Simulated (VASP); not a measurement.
# P in VASP: further runs

Runs on P. Level: PBE. Tasks: single point, relaxation of cell and atoms.

Everything below comes from runs of VASP 6.6.1. Logs are shortened: lines on timing, memory, paths and dates and some standing lists are left out, and cuts for length are marked.

## (1) The cell of the first run

The structure is tetragonal, space group P4/mmm (No. 123). The conventional cell has a = 2.434 Å, b = 2.434 Å, c = 2.472 Å, α = 90.00°, β = 90.00°, γ = 90.00°. P (site symmetry 4/mmm) has 6 P at 2.43 to 2.47 Å within 3.2 Å.

The cell was built from a structure type or drawn by symmetry, and may not be a known phase.

## (2) Single point, PBE

INCAR

```
SYSTEM = P
ALGO = Normal ; EDIFF = 1E-6
ENCUT = 520 ; GGA = PE
ISIF = 2 ; ISMEAR = 0
LASPH = .TRUE. ; LCHARG = .FALSE.
LREAL = .FALSE. ; LWAVE = .FALSE.
NBANDS = 12 ; NELM = 100
PREC = Accurate ; SIGMA = 0.1
```

KPOINTS

```
k-points
0
G
  6 6 6
  0 0 0
```

POSCAR

```
P
1.0
    1.7213088670     -1.7213282742      0.0000000000
    1.7213088670      1.7213282742      0.0000000000
    0.0000000000      0.0000000000      4.9445741274
P
2
Direct
    0.5000000000      0.5000000000      0.2499993493
    0.5000000000      0.5000000000      0.7500006507
```

Potentials or basis: VASP PAW PBE potentials, release 64 (P).

On the command line:

```console
cat potpaw_PBE.64/P/POTCAR > POTCAR
mpirun -np 1 vasp_std > vasp.out
```

OUTCAR:

```text
SYSTEM = P
   EDIFF = 1E-6
   ENCUT = 520
   GGA = PE
   ISIF = 2
   ISMEAR = 0
   LASPH = .TRUE.
   LREAL = .FALSE.
   NELM = 100
   PREC = Accurate

 ion  position               nearest neighbor table
   1  0.500  0.500  0.250-   2 2.47   2 2.47
   2  0.500  0.500  0.750-   1 2.47   1 2.47

  LATTYP: Found a base centered orthorhombic cell.
 ALAT       =     3.4426177340
 B/A-ratio  =     1.0000112747
 C/A-ratio  =     1.4362832325

  Lattice vectors:

 A1 = (   1.7213088670,  -1.7213282742,   0.0000000000)
 A2 = (   1.7213088670,   1.7213282742,   0.0000000000)
 A3 = (   0.0000000000,   0.0000000000,   4.9445741274)

Analysis of symmetry for initial positions (statically):
=====================================================================
 Subroutine PRICEL returns following result:

  LATTYP: Found a base centered orthorhombic cell.
 ALAT       =     3.4426177340
 B/A-ratio  =     1.0000112747
 C/A-ratio  =     0.7181397471

  Lattice vectors:

 A1 = (   1.7213088670,  -1.7213282742,   0.0000000000)
 A2 = (   1.7213088670,   1.7213282742,   0.0000000000)
 A3 = (   0.0000000000,   0.0000000000,   2.4722806288)

   2 primitive cells build up your supercell.

 Routine SETGRP: Setting up the symmetry group for a
 base centered orthorhombic supercell.

 Subroutine GETGRP returns: Found  8 space group operations
 (whereof  8 operations were pure point group operations)
 out of a pool of  8 trial point group operations.

The static configuration has the point symmetry D_2h.

Analysis of symmetry for dynamics (positions and initial velocities):
=====================================================================
 Subroutine PRICEL returns following result:

  LATTYP: Found a base centered orthorhombic cell.
 ALAT       =     3.4426177340
 B/A-ratio  =     1.0000112747
 C/A-ratio  =     0.7181397471

  Lattice vectors:

 A1 = (   1.7213088670,  -1.7213282742,   0.0000000000)
 A2 = (   1.7213088670,   1.7213282742,   0.0000000000)
 A3 = (   0.0000000000,   0.0000000000,   2.4722806288)

   2 primitive cells build up your supercell.

 Routine SETGRP: Setting up the symmetry group for a
 base centered orthorhombic supercell.

 Subroutine GETGRP returns: Found  8 space group operations
 (whereof  8 operations were pure point group operations)
 out of a pool of  8 trial point group operations.

The dynamic configuration has the point symmetry D_2h.

 Subroutine INISYM returns: Found  8 space group operations
 (whereof  8 operations are pure point group operations),
 and found     2 'primitive' translations

----------------------------------------------------------------------------------------

                                     Primitive cell

  volume of cell :      14.6504

  direct lattice vectors                    reciprocal lattice vectors
     1.721308867 -1.721328274  0.000000000     0.290476631 -0.290473356  0.000000000
     1.721308867  1.721328274  0.000000000     0.290476631  0.290473356  0.000000000
     0.000000000  0.000000000  2.472280629     0.000000000  0.000000000  0.404484826

  length of vectors
     2.434312068  2.434312068  2.472280629     0.410793675  0.410793675  0.404484826

  position of ions in fractional coordinates (direct lattice)
     0.500000000  0.500000000  0.500000000

  ion indices of the primitive-cell ions
   primitive index   ion index
                 1           1

----------------------------------------------------------------------------------------

 KPOINTS: k-points

Automatic generation of k-mesh.
 Grid dimensions read from file:
 generate k-points for:    6    6    6

 Generating k-lattice:

  Cartesian coordinates                     Fractional coordinates (reciprocal lattice)
     0.048412772 -0.048412226  0.000000000     0.166666667 -0.000000000  0.000000000
     0.048412772  0.048412226  0.000000000    -0.000000000  0.166666667  0.000000000
     0.000000000  0.000000000  0.033706981     0.000000000  0.000000000  0.166666667

  Length of vectors
     0.068465612  0.068465612  0.033706981

  Shift w.r.t. Gamma in fractional coordinates (k-lattice)
     0.000000000  0.000000000  0.000000000

 Subroutine IBZKPT returns following result:
 ===========================================

 Found     52 irreducible k-points:

 Following reciprocal coordinates:
            Coordinates               Weight
  0.000000  0.000000  0.000000      1.000000
  0.166667  0.000000  0.000000      4.000000
  0.333333  0.000000  0.000000      4.000000
  0.500000 -0.000000  0.000000      2.000000
  0.166667  0.166667  0.000000      2.000000
  0.333333  0.166667  0.000000      4.000000
[... 16 lines left out ...]
  0.333333  0.333333  0.166667      4.000000
  0.500000  0.333333  0.166667      8.000000
 [... further k-points ...]
   k-points           NKPTS =     52   k-points in BZ     NKDIM =     52   number of bands    NBANDS=     12
   number of dos      NEDOS =    301   number of ions     NIONS =      2
   total plane-waves  NPLWV =  12960
   dimension x,y,z NGX =    18 NGY =   18 NGZ =   40
   dimension x,y,z NGXF=    36 NGYF=   36 NGZF=   80
   ions per type =               2
   NGX,Y,Z   is equivalent  to a cutoff of  12.29, 12.29, 13.45 a.u.
   NGXF,Y,Z  is equivalent  to a cutoff of  24.59, 24.59, 26.90 a.u.
 SYSTEM =  P
   PREC   = accura    normal or accurate (medium, high low for compatibility)
   ISTART =      0    job   : 0-new  1-cont  2-samecut
   ICHARG =      2    charge: 1-file 2-atom 10-const
   ISPIN  =      1    spin polarized calculation?
   LNONCOLLINEAR =      F non collinear calculations
   LSORBIT =      F    spin-orbit coupling
   LASPH  =      T    aspherical Exc in radial PAW
   ENCUT  =  520.0 eV  38.22 Ry    6.18 a.u.   4.53  4.53  9.19*2*pi/ulx,y,z
   NELM   =    100;   NELMIN=  2; NELMDL= -5     # of ELM steps
   EDIFF  = 0.1E-05   stopping-criterion for ELM
   LREAL  =      F    real-space projection
   EDIFFG = 0.1E-04   stopping-criterion for IOM
   NSW    =      0    number of steps for IOM
   IBRION =     -1    ionic relax: 0-MD 1-quasi-New 2-CG
   NFREE  =      0    steps in history (QN), initial steepest desc. (CG)
   ISIF   =      2    stress and relaxation
   ISYM   =      2    0-nonsym 1-usesym 2-fastsym
   POTIM  = 0.5000    time-step for ionic-motion
   TEBEG  =    0.0;   TEEND  =   0.0 temperature during run
   PSTRESS=    0.0 pullay stress
   NELECT =      10.0000    total number of electrons
   NUPDOWN=      -1.0000    fix difference up-down
   EMIN   =  10.00;   EMAX   =-10.00  energy-range for DOS
   EFERMI =   0.00;   METHOD = LEGACY
   ISMEAR =     0;   SIGMA  =   0.10  broadening in eV -4-tet -1-fermi 0-gaus
   EFERMI_NEDOS =   21; number of points for ismear=-14 and -15
   IALGO  =     38    algorithm
   IMIX   =      4    mixing-type and parameters
     AMIX     =   0.40;   BMIX     =  1.00
     AMIX_MAG =   1.60;   BMIX_MAG =  1.00
  volume/ion in A,a.u.               =      14.65        98.87
  Fermi-wavevector in a.u.,A,eV,Ry     =   1.144057  2.161954 17.808212  1.308867
  Thomas-Fermi vector in A             =   2.280750
   LORBIT       =      0    0 simple, 1 ext, 2 COOP (PROOUT), +10 PAW based schemes
   GGA     = PE    functional components
   LHFCALC =     F    Hartree Fock is set to
   AEXX    =    0.0000 exact exchange contribution
   IVDW    =     0    specifies the selected vdW correction
   LEPSILON=     F    determine dielectric tensor
   LRPA    =     F    only Hartree local field effects (RPA)
 non-spin polarized calculation
 Gauss-broadening in eV      SIGMA  =   0.10
  energy-cutoff  :      520.00
  volume of cell :       29.30
 maximum number of plane-waves:       810
   NGX =  9   NGY =  9   NGZ = 19

 number of electron      10.0000000 magnetization

 number of electron       9.9999997 magnetization

 Free energy of the ion-electron system (eV)
  ---------------------------------------------------
  ext. energy  EPLUGINS =         0.00000000
  ---------------------------------------------------
  free energy    TOTEN  =       -10.59458373 eV

  energy without entropy =      -10.59188312  energy(sigma->0) =      -10.59323343

 E-fermi :   9.6427     XC(G=0): -11.2475

 val. band max:        9.5940956010   @ k =   0.5000   0.5000   0.1667
 cond. band min:       9.6728026500   @ k =   0.1667   0.1667   0.3333
 fundamental gap:      0.0787070490
 Fermi energy:         9.6426579379

 k-point     1 :       0.0000    0.0000    0.0000
  band No.  band energies     occupation
      1      -6.8795      2.00000
      2      -2.7896      2.00000
      3       0.9738      2.00000
      4      14.1233      0.00000
      5      14.7590      0.00000
      6      14.7591      0.00000
      7      16.2730      0.00000
      8      16.4597      0.00000
      9      17.4051      0.00000
     10      17.4051      0.00000
     11      18.8577      0.00000
     12      23.7888      0.00000

 k-point     2 :       0.1667    0.0000    0.0000
  band No.  band energies     occupation
      1      -6.2433      2.00000
      2      -2.1501      2.00000
      3       1.5490      2.00000
      4       9.4010      1.99937
      5      12.5786      0.00000
      6      14.6221      0.00000
      7      15.2551      0.00000
      8      16.8170      0.00000
      9      17.8702      0.00000
     10      18.6241      0.00000
     11      20.6438      0.00000
     12      22.3751      0.00000

 k-point     3 :       0.3333    0.0000    0.0000
  band No.  band energies     occupation
      1      -4.4126      2.00000
      2      -0.2815      2.00000
      3       3.1218      2.00000
      4       4.0575      2.00000
      5       7.4847      2.00000
      6      13.2114      0.00000
      7      15.9544      0.00000
      8      16.5803      0.00000
      9      18.0799      0.00000
     10      19.1056      0.00000
     11      23.5503      0.00000
     12      24.9850      0.00000

 k-point     4 :       0.5000   -0.0000    0.0000
  band No.  band energies     occupation
      1      -2.4882      2.00000
      2       0.9353      2.00000
      3       1.9446      2.00000
      4       4.1467      2.00000
      5       4.4438      2.00000
      6      10.5885      0.00000
      7      17.0006      0.00000
      8      17.6211      0.00000
      9      18.9462      0.00000
     10      20.0605      0.00000
     11      23.4923      0.00000
     12      24.0680      0.00000

 k-point     5 :       0.1667    0.1667    0.0000
  band No.  band energies     occupation
      1      -5.6080      2.00000
      2      -1.5128      2.00000
      3       2.1210      2.00000
      4       9.3521      1.99996
      5      10.6989      0.00000
      6      12.0960      0.00000
      7      14.7587      0.00000
      8      15.1169      0.00000
      9      18.8423      0.00000
     10      19.0946      0.00000
     11      19.5995      0.00000
     12      24.1019      0.00000
[... 228 lines left out ...]
      1      -3.6270      2.00000
      2      -0.3192      2.00000
      3       4.5916      2.00000
      4       4.7451      2.00000
      5       7.6093      2.00000
      6      11.6344      0.00000
      7      14.2709      0.00000
      8      14.9189      0.00000
      9      15.1439      0.00000
     10      20.9654      0.00000
     11      21.4087      0.00000
     12      22.9444      0.00000

 k-point    22 :      -0.1667    0.1667    0.1667
  band No.  band energies     occupation
      1      -5.4554      2.00000
      2      -2.1582      2.00000
      3       3.0494      2.00000
      4       9.4776      1.98041
      5      10.6649      0.00000
      6      11.8005      0.00000
      7      13.5256      0.00000
      8      14.2515      0.00000
      9      19.6123      0.00000
     10      20.1932      0.00000
     11      20.9896      0.00000
     12      24.2084      0.00000

 k-point    23 :       0.3333    0.3333    0.1667
  band No.  band energies     occupation
      1      -1.7987      2.00000
      2       1.5051      2.00000
      3       5.7468      2.00000
      4       6.0781      2.00000
      5       7.0946      2.00000
      6       8.1661      2.00000
      7      10.8739      0.00000
      8      15.6399      0.00000
      9      16.0165      0.00000
     10      16.3019      0.00000
     11      16.5984      0.00000
     12      18.6995      0.00000

 k-point    24 :       0.5000    0.3333    0.1667
  band No.  band energies     occupation
      1       0.1797      2.00000
      2       3.2008      2.00000
      3       3.6128      2.00000
      4       5.7766      2.00000
      5       7.4355      2.00000
      6       7.8623      2.00000
      7      11.3983      0.00000
      8      13.3474      0.00000
      9      13.5506      0.00000
     10      16.1425      0.00000
     11      17.4582      0.00000
     12      17.4597      0.00000

 [... further k-points ...]

------------------------ aborting loop because EDIFF is reached ----------------------------------------

  FORCE on cell =-STRESS in cart. coord.  units (eV):
  Direction    XX          YY          ZZ          XY          YZ          ZX
  --------------------------------------------------------------------------------------
  -------------------------------------------------------------------------------------
  Total       -0.0346757     -0.0350819     -0.0456614     -0.0000000      0.0000000      0.0000000
  in kB       -1.8960715     -1.9182823     -2.4967699     -0.0000000      0.0000000      0.0000000
  external PRESSURE =      -2.1037079 kB  Pullay stress =       0.0000000 kB

 VOLUME and BASIS-vectors are now :
 -----------------------------------------------------------------------------
  energy-cutoff  :      520.00
  volume of cell :       29.30
      direct lattice vectors                 reciprocal lattice vectors
     1.721308867 -1.721328274  0.000000000     0.290476631 -0.290473356  0.000000000
     1.721308867  1.721328274  0.000000000     0.290476631  0.290473356  0.000000000
     0.000000000  0.000000000  4.944574127     0.000000000  0.000000000  0.202241887

 POSITION                                       TOTAL-FORCE (eV/Angst)
 -----------------------------------------------------------------------------------
      1.72131      0.00000      1.23614         0.000000     -0.000000      0.000000
      1.72131      0.00000      3.70843        -0.000000      0.000000      0.000000
 -----------------------------------------------------------------------------------
    total drift:                               -0.000000     -0.000000      0.000000

  FREE ENERGIE OF THE ION-ELECTRON SYSTEM (eV)
  ---------------------------------------------------
  free  energy   TOTEN  =       -10.5945837306 eV

  energy  without entropy=      -10.5918831209  energy(sigma->0) =      -10.59323343
```

Wall time 12 s (1 thread of Intel Xeon 8259CL, shared host); peak memory 0.14 GiB.

Results:

```
Free energy            : -10.5946 eV
Pressure               : -0.2 GPa
Band gap on the k mesh : zero (bands 5 and 6 overlap by 10.30 eV)
```

Caveat: the k points lie up to 0.43 Å⁻¹ apart, too coarse for converged energies and pressures of a metal.

[end of part 1 of 2]
